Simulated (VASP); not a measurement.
A run of VASP 6.6.1:

Contents of INCAR:

```
SYSTEM = SiC
ALGO     = Normal         ! electronic algorithm
EDIFF    = 1E-6           ! SCF threshold, eV
ENCUT    = 600            ! plane-wave cutoff, eV
GGA      = PE             ! functional
GGA_COMPAT= .FALSE.      
ISIF     = 2              ! what is computed and relaxed
ISMEAR   = -1             ! smearing method
LASPH    = .TRUE.         ! aspherical terms in the spheres
LCHARG   = .TRUE.         ! write CHGCAR
LELF     = .TRUE.         ! ELF
LREAL    = .FALSE.        ! projectors in reciprocal space
LVHAR    = .TRUE.       
LWAVE    = .FALSE.        ! write WAVECAR
NBANDS   = 11             ! bands
NELM     = 120            ! most SCF steps
PREC     = Accurate       ! precision mode
SIGMA    = 0.2            ! smearing width, eV
```

The input KPOINTS:

```
k-points
0
G
  8 8 8
  0 0 0
```

The input POSCAR:

```
SiC
1.0
    0.0000000000      2.0138689999      2.0138689999
    2.0138689999      0.0000000000      2.0138689999
    2.0138689999      2.0138689999      0.0000000000
Si C
1 1
Direct
    0.0000000000      0.0000000000      0.0000000000
    0.5000000000      0.5000000000      0.5000000000
```

Potentials or basis: VASP PAW PBE potentials, release 64 (Si, C).

The run is started by

```console
$ cat potpaw_PBE.64/Si/POTCAR potpaw_PBE.64/C/POTCAR > POTCAR
$ mpirun -np 1 vasp_std > vasp.out
```

Hardware: 1 thread of Intel Xeon 8259CL (shared host).

Estimate the wall time of this run.

Run time: 8.5 s on 1 thread of Intel Xeon 8259CL, on a shared host, peak memory 0.13 GiB. Counts: scf iterations 12, k points 29.
